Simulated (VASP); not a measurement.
A run of VASP 6.6.1 is set up as follows.

The input INCAR:

```
SYSTEM = Fe
PREC     = Accurate       ! precision mode
ENCUT    = 600            ! plane-wave cutoff, eV
EDIFF    = 1E-6           ! SCF threshold, eV
ISMEAR   = 0              ! smearing method
SIGMA    = 0.1            ! smearing width, eV
LREAL    = .FALSE.        ! projectors in reciprocal space
LASPH    = .TRUE.         ! aspherical terms in the spheres
NELM     = 200            ! most SCF steps
ALGO     = Normal         ! electronic algorithm
ISIF     = 2              ! what is computed and relaxed
LWAVE    = .FALSE.        ! write WAVECAR
LCHARG   = .TRUE.         ! write CHGCAR
ISPIN    = 2              ! spin polarisation
MAGMOM   = 4              ! initial moments
LORBIT   = 11             ! projections on sites
LMAXMIX  = 4              ! l up to which the mixer works
GGA      = PE             ! functional
LELF     = .TRUE.         ! ELF
LVHAR    = .TRUE.       
NBANDS   = 14             ! bands
GGA_COMPAT= .FALSE.
```

The input KPOINTS:

```
regular mesh
0
G
  8 8 8
  0 0 0
```

The input POSCAR:

```
Fe
1.0
   -1.4390000000      1.4390000000      1.4390000000
    1.4390000000     -1.4390000000      1.4390000000
    1.4390000000      1.4390000000     -1.4390000000
Fe
1
Direct
    0.0000000000      0.0000000000      0.0000000000
```

Potentials or basis: VASP PAW PBE potentials, release 64 (Fe).

Run with:

```console
$ cat potpaw_PBE.64/Fe/POTCAR > POTCAR
$ mpirun -np 1 vasp_std > vasp.out
```

**Question.** Predict the pressure.

**Answer.** -6.3 GPa.

**Question.** What does it give for the net moment?

**Answer.** 2.36 μB per cell.

**Question.** Estimate the site moments.

**Answer.** Fe +2.37 μB.

Caveat: the k points lie up to 0.39 Å⁻¹ apart.
